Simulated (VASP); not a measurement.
A run of VASP 6.6.1 is set up as follows.

Contents of INCAR:

```
  PREC = Accurate
  ENCUT = 520
  EDIFF = 1E-7
  ISMEAR = 0
  SIGMA = 0.05
  LREAL = False
  LASPH = True
  NELM = 60
  ALGO = Normal
  ISIF = 2
  LWAVE = False
  LCHARG = True
  GGA = PE
  LELF = True
  LVHAR = True
  NBANDS = 11
```

File KPOINTS:

```
regular mesh
0
Gamma
  10 10 10
```

The input POSCAR:

```
MgO
1.0
    0.0000000000      2.1351500000      2.1351500000
    1.8148775000      0.0000000000      2.1351500000
    1.8148775000      2.1351500000      0.0000000000
Mg O
1 1
Direct
    0.0000000000      0.0000000000      0.0000000000
    0.5000000000      0.5000000000      0.5000000000
```

Potentials or basis: VASP PAW PBE potentials, release 64 (Mg, O).

Command:

```console
$ cat potpaw_PBE.64/Mg/POTCAR potpaw_PBE.64/O/POTCAR > POTCAR
$ mpirun -np 1 vasp_std > vasp.out
```

(1) Estimate the band gap on the k mesh.

(2) Predict the pressure.

Answers

(1) 5.61 eV, direct.

(2) 44.2 GPa.

Caveat: the cell differs from its parent crystal (strain -0.1500 x Voigt [1, 0, 0, 0, 0, 0]).
